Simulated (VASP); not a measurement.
# SbPt (P6_3/mmc) in VASP: single point with LDA

Aim: the single point of SbPt with LDA.

Program: VASP 6.6.1. These are calculated values, not measurements. Logs are shortened: lines on timing, memory, paths and dates and some standing lists are left out, and cuts for length are marked.

## Step 1: The cell of the first run

Symmetry: P6_3/mmc, No. 194, hexagonal system. Conventional cell: a = 4.227 Å, b = 4.227 Å, c = 5.547 Å, α = 90.00°, β = 90.00°, γ = 120.00°. Sb (site symmetry -6m2) has 6 Pt at 2.81 Å and 6 Sb at 3.69 Å within 3.7 Å. Within 3.7 Å of Pt (site symmetry -3m) lie 2 Pt at 2.77 Å and 6 Sb at 2.81 Å.

## Step 2: Single point, LDA

File INCAR:

```
SYSTEM = SbPt
  PREC = Accurate
  ENCUT = 520
  EDIFF = 1E-6
  ISMEAR = 0
  SIGMA = 0.1
  LREAL = .False.
  LASPH = .True.
  NELM = 60
  ALGO = Normal
  ISIF = 2
  LWAVE = .False.
  LCHARG = .True.
  GGA = CA
  LELF = .True.
  LVHAR = .True.
  NBANDS = 23
```

File KPOINTS:

```
Automatic mesh
0
Gamma
  12 12 8
  0 0 0
```

File POSCAR:

```
SbPt
1.0
    4.2274972480      0.0000000000      0.0000000000
   -2.1137486240      3.6611200112      0.0000000000
    0.0000000000      0.0000000000      5.5473144763
Sb Pt
2 2
Direct
    0.3333333333      0.6666666667      0.2500000000
    0.6666666667      0.3333333333      0.7500000000
    0.0000000000      0.0000000000      0.0000000000
    0.0000000000      0.0000000000      0.5000000000
```

Potentials or basis: VASP PAW LDA potentials, release 64 (Sb, Pt).

Command:

```
cat potpaw_LDA.64/Sb/POTCAR potpaw_LDA.64/Pt/POTCAR > POTCAR
mpirun -np 1 vasp_std > vasp.out
```

OUTCAR:

```text
SYSTEM = SbPt
   PREC = Accurate
   ENCUT = 520
   EDIFF = 1E-6
   ISMEAR = 0
   LREAL = .False.
   LASPH = .True.
   NELM = 60
   ISIF = 2
   GGA = CA

 ion  position               nearest neighbor table
   1  0.333  0.667  0.250-   3 2.81   4 2.81   3 2.81   4 2.81   3 2.81   4 2.81   2 3.69   2 3.69
                             2 3.69   2 3.69   2 3.69   2 3.69
   2  0.667  0.333  0.750-   3 2.81   4 2.81   3 2.81   4 2.81   3 2.81   4 2.81   1 3.69   1 3.69
                             1 3.69   1 3.69   1 3.69   1 3.69
   3  0.000  0.000  0.000-   4 2.77   4 2.77   1 2.81   2 2.81   2 2.81   1 2.81   2 2.81   1 2.81

   4  0.000  0.000  0.500-   3 2.77   3 2.77   1 2.81   2 2.81   2 2.81   1 2.81   2 2.81   1 2.81

  LATTYP: Found a hexagonal cell.
 ALAT       =     4.2274972480
 C/A-ratio  =     1.3121982466

  Lattice vectors:

 A1 = (   4.2274972480,   0.0000000000,   0.0000000000)
 A2 = (  -2.1137486240,   3.6611200112,   0.0000000000)
 A3 = (   0.0000000000,   0.0000000000,   5.5473144763)

Analysis of symmetry for initial positions (statically):
=====================================================================
 Subroutine PRICEL returns:
 Original cell was already a primitive cell.

 Routine SETGRP: Setting up the symmetry group for a
 hexagonal supercell.

 Subroutine GETGRP returns: Found 24 space group operations
 (whereof 12 operations were pure point group operations)
 out of a pool of 24 trial point group operations.

The static configuration has the point symmetry D_3d.
 The point group associated with its full space group is D_6h.

Analysis of symmetry for dynamics (positions and initial velocities):
=====================================================================
 Subroutine PRICEL returns:
 Original cell was already a primitive cell.

 Routine SETGRP: Setting up the symmetry group for a
 hexagonal supercell.

 Subroutine GETGRP returns: Found 24 space group operations
 (whereof 12 operations were pure point group operations)
 out of a pool of 24 trial point group operations.

The dynamic configuration has the point symmetry D_3d.
 The point group associated with its full space group is D_6h.

 Subroutine INISYM returns: Found 24 space group operations
 (whereof 12 operations are pure point group operations),
 and found     1 'primitive' translations

----------------------------------------------------------------------------------------

                                     Primitive cell

  volume of cell :      85.8579

  direct lattice vectors                    reciprocal lattice vectors
     4.227497248  0.000000000  0.000000000     0.236546576  0.136570229  0.000000000
    -2.113748624  3.661120011  0.000000000     0.000000000  0.273140459  0.000000000
     0.000000000  0.000000000  5.547314476     0.000000000  0.000000000  0.180267408

  length of vectors
     4.227497248  4.227497248  5.547314476     0.273140459  0.273140459  0.180267408

  position of ions in fractional coordinates (direct lattice)
     0.333333333  0.666666667  0.250000000
     0.666666667  0.333333333  0.750000000
     0.000000000  0.000000000  0.000000000
     0.000000000  0.000000000  0.500000000

  ion indices of the primitive-cell ions
   primitive index   ion index
                 1           1
                 2           2
                 3           3
                 4           4

----------------------------------------------------------------------------------------

 KPOINTS: Automatic mesh

Automatic generation of k-mesh.
 Grid dimensions read from file:
 generate k-points for:   12   12    8

 Generating k-lattice:

  Cartesian coordinates                     Fractional coordinates (reciprocal lattice)
     0.019712215  0.011380852  0.000000000     0.083333333  0.000000000  0.000000000
     0.000000000  0.022761705  0.000000000     0.000000000  0.083333333  0.000000000
     0.000000000  0.000000000  0.022533426     0.000000000  0.000000000  0.125000000

  Length of vectors
     0.022761705  0.022761705  0.022533426

  Shift w.r.t. Gamma in fractional coordinates (k-lattice)
     0.000000000  0.000000000  0.000000000

 Subroutine IBZKPT returns following result:
 ===========================================

 Found     95 irreducible k-points:

 Following reciprocal coordinates:
            Coordinates               Weight
  0.000000  0.000000  0.000000      1.000000
  0.083333  0.000000  0.000000      6.000000
  0.166667  0.000000  0.000000      6.000000
  0.250000  0.000000  0.000000      6.000000
  0.333333  0.000000  0.000000      6.000000
  0.416667  0.000000  0.000000      6.000000
[... 16 lines left out ...]
  0.250000  0.000000  0.125000     12.000000
  0.333333  0.000000  0.125000     12.000000
 [... further k-points ...]
   k-points           NKPTS =     95   k-points in BZ     NKDIM =     95   number of bands    NBANDS=     23
   number of dos      NEDOS =    301   number of ions     NIONS =      4
   total plane-waves  NPLWV =  43008
   dimension x,y,z NGX =    32 NGY =   32 NGZ =   42
   dimension x,y,z NGXF=    64 NGYF=   64 NGZF=   84
   ions per type =               2   2
   NGX,Y,Z   is equivalent  to a cutoff of  12.58, 12.58, 12.59 a.u.
   NGXF,Y,Z  is equivalent  to a cutoff of  25.17, 25.17, 25.17 a.u.
 SYSTEM =  SbPt
   PREC   = accura    normal or accurate (medium, high low for compatibility)
   ISTART =      0    job   : 0-new  1-cont  2-samecut
   ICHARG =      2    charge: 1-file 2-atom 10-const
   ISPIN  =      1    spin polarized calculation?
   LNONCOLLINEAR =      F non collinear calculations
   LSORBIT =      F    spin-orbit coupling
   LASPH  =      T    aspherical Exc in radial PAW
   ENCUT  =  520.0 eV  38.22 Ry    6.18 a.u.   7.86  7.86 10.31*2*pi/ulx,y,z
   NELM   =     60;   NELMIN=  2; NELMDL= -5     # of ELM steps
   EDIFF  = 0.1E-05   stopping-criterion for ELM
   LREAL  =      F    real-space projection
   EDIFFG = 0.1E-04   stopping-criterion for IOM
   NSW    =      0    number of steps for IOM
   IBRION =     -1    ionic relax: 0-MD 1-quasi-New 2-CG
   NFREE  =      0    steps in history (QN), initial steepest desc. (CG)
   ISIF   =      2    stress and relaxation
   ISYM   =      2    0-nonsym 1-usesym 2-fastsym
   POTIM  = 0.5000    time-step for ionic-motion
   TEBEG  =    0.0;   TEEND  =   0.0 temperature during run
   PSTRESS=    0.0 pullay stress
   NELECT =      30.0000    total number of electrons
   NUPDOWN=      -1.0000    fix difference up-down
   EMIN   =  10.00;   EMAX   =-10.00  energy-range for DOS
   EFERMI =   0.00;   METHOD = LEGACY
   ISMEAR =     0;   SIGMA  =   0.10  broadening in eV -4-tet -1-fermi 0-gaus
   EFERMI_NEDOS =   21; number of points for ismear=-14 and -15
   IALGO  =     38    algorithm
   IMIX   =      4    mixing-type and parameters
     AMIX     =   0.40;   BMIX     =  1.00
     AMIX_MAG =   1.60;   BMIX_MAG =  1.00
  volume/ion in A,a.u.               =      21.46       144.85
  Fermi-wavevector in a.u.,A,eV,Ry     =   1.153069  2.178984 18.089866  1.329568
  Thomas-Fermi vector in A             =   2.289715
   LORBIT       =      0    0 simple, 1 ext, 2 COOP (PROOUT), +10 PAW based schemes
   GGA     = CA    functional components
   LHFCALC =     F    Hartree Fock is set to
   AEXX    =    0.0000 exact exchange contribution
   IVDW    =     0    specifies the selected vdW correction
   LEPSILON=     F    determine dielectric tensor
   LRPA    =     F    only Hartree local field effects (RPA)
 non-spin polarized calculation
 Gauss-broadening in eV      SIGMA  =   0.10
  energy-cutoff  :      520.00
  volume of cell :       85.86
 maximum number of plane-waves:      2352
 NGX is ok and might be reduce to    32
   NGX = 15   NGY = 15   NGZ = 21

 number of electron      30.0000004 magnetization

 Free energy of the ion-electron system (eV)
  ---------------------------------------------------
  ext. energy  EPLUGINS =         0.00000000
  ---------------------------------------------------
  free energy    TOTEN  =       -26.22139583 eV

  energy without entropy =      -26.21104244  energy(sigma->0) =      -26.21621913

 E-fermi :   9.0997     XC(G=0): -11.3614

 val. band max:        9.0936501010   @ k =   0.3333   0.0833   0.5000
 cond. band min:       9.1036195584   @ k =   0.3333   0.0833   0.0000
 fundamental gap:      0.0099694573
 Fermi energy:         9.0997004585

 k-point     1 :       0.0000    0.0000    0.0000
  band No.  band energies     occupation
      1      -3.3004      2.00000
      2       0.2820      2.00000
      3       2.6029      2.00000
      4       3.5164      2.00000
      5       3.5164      2.00000
      6       3.5763      2.00000
[... 15 lines left out ...]
     22      14.3991      0.00000
     23      16.8765      0.00000

 k-point     2 :       0.0833    0.0000    0.0000
  band No.  band energies     occupation
      1      -3.2213      2.00000
      2       0.2048      2.00000
      3       2.6990      2.00000
      4       3.5376      2.00000
      5       3.5559      2.00000
      6       3.6549      2.00000
[... 15 lines left out ...]
     22      14.7650      0.00000
     23      15.8776      0.00000

 k-point     3 :       0.1667    0.0000    0.0000
  band No.  band energies     occupation
      1      -2.9877      2.00000
      2       0.0125      2.00000
      3       2.9815      2.00000
      4       3.4741      2.00000
      5       3.5882      2.00000
      6       4.0212      2.00000
[... 15 lines left out ...]
     22      15.3930      0.00000
     23      15.5994      0.00000
[... 495 lines left out ...]
 k-point    23 :       0.2500    0.0000    0.1250
  band No.  band energies     occupation
      1      -2.5440      2.00000
      2      -0.3509      2.00000
      3       3.2830      2.00000
      4       3.3689      2.00000
      5       3.6948      2.00000
      6       4.3688      2.00000
[... 15 lines left out ...]
     22      15.4173      0.00000
     23      16.2479      0.00000

 k-point    24 :       0.3333    0.0000    0.1250
  band No.  band energies     occupation
      1      -2.0670      2.00000
      2      -0.5271      2.00000
      3       2.8077      2.00000
      4       3.7053      2.00000
      5       3.7079      2.00000
      6       4.1502      2.00000
[... 15 lines left out ...]
     22      15.4217      0.00000
     23      16.4631      0.00000

 [... further k-points ...]
[... 5 lines left out ...]
  --------------------------------------------------------------------------------------
  -------------------------------------------------------------------------------------
  Total       -3.9579580     -3.9579580     -4.4628203     -0.0000000      0.0000000      0.0000000
  in kB      -73.8587040    -73.8587040    -83.2798421     -0.0000000      0.0000000      0.0000000
  external PRESSURE =     -76.9990834 kB  Pullay stress =       0.0000000 kB

 VOLUME and BASIS-vectors are now :
 -----------------------------------------------------------------------------
  energy-cutoff  :      520.00
  volume of cell :       85.86
      direct lattice vectors                 reciprocal lattice vectors
     4.227497248  0.000000000  0.000000000     0.236546576  0.136570229  0.000000000
    -2.113748624  3.661120011  0.000000000     0.000000000  0.273140459  0.000000000
     0.000000000  0.000000000  5.547314476     0.000000000  0.000000000  0.180267408

 POSITION                                       TOTAL-FORCE (eV/Angst)
 -----------------------------------------------------------------------------------
     -0.00000      2.44075      1.38683         0.000000     -0.000000      0.000000
      2.11375      1.22037      4.16049        -0.000000      0.000000      0.000000
      0.00000      0.00000      0.00000        -0.000000     -0.000000      0.000000
      0.00000      0.00000      2.77366        -0.000000     -0.000000      0.000000
 -----------------------------------------------------------------------------------
    total drift:                                0.000000     -0.000000      0.000000

  FREE ENERGIE OF THE ION-ELECTRON SYSTEM (eV)
  ---------------------------------------------------
  free  energy   TOTEN  =       -26.2213958324 eV

  energy  without entropy=      -26.2110424376  energy(sigma->0) =      -26.21621913
```

It took 1.8 min on 1 thread of AMD EPYC 7R13 (Zen 3), shared host; peak memory 0.26 GiB.

Results:

- Free energy: -26.2214 eV
- Pressure: -7.7 GPa
- Band gap on the k mesh: zero (band 15 reaches 11.32 eV, above the bottom of band 16 at 7.50 eV)

Caveat: spin-orbit coupling is left out, which moves the levels of the heavy elements.
